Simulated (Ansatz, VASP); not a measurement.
# CsTaAlP3: VASP beside Ansatz

```xyz
6
Lattice="6.9030 0.0000 0.0000 -3.4515 5.9781 0.0000 0.0000 0.0000 3.2411" Properties=species:S:1:pos:R:3 pbc="T T T"
Cs    0.0000    0.0000    0.0000
Ta    3.4515    1.9927    0.0000
Al    0.0000    3.9854    0.0000
P     5.1478    2.9721    1.6206
P     1.7551    2.9721    1.6206
P     3.4515    0.0339    1.6206
```

Change from the starting cell: species swapped into the YSiBRh3 type (P-6m2, No. 187).

Alike in both runs: functional PBE; k mesh 3 × 3 × 6; occupations gaussian, width 0.1 eV; no spin polarisation.

Ansatz relaxed the structure, and its values are those at the end. VASP's run is a single point on that final structure, the one shown.

|  | VASP | Ansatz |
| --- | --- | --- |
| version | VASP 6.6.1 | Ansatz 0.2.0 |
| potentials or method | VASP PAW PBE potentials, release 64 (Cs_sv, Ta_pv, Al, P), cutoff 520 eV | scalar-relativistic, plane waves, PAW |
| valence electrons in the cell | 38 | 40 |

Ansatz gave:

* gap on the k mesh at the Fermi level (eV): none
* pressure (GPa): 0.0
* rms of the force components (eV/Å): 0.001

Q: Which values does VASP return?

A: gap on the k mesh at the Fermi level (eV): none; pressure (GPa): 0.1; rms of the force components (eV/Å): 0.004.

A gap of «none» marks a metal or a gap that the smearing closes. With one functional, cell and mesh, what is left measures potentials, basis and numerics. VASP's potentials hold 38 valence electrons a cell and Ansatz's 40, so a difference there can come from the potentials and not from the codes.

Spin-orbit coupling is off throughout.
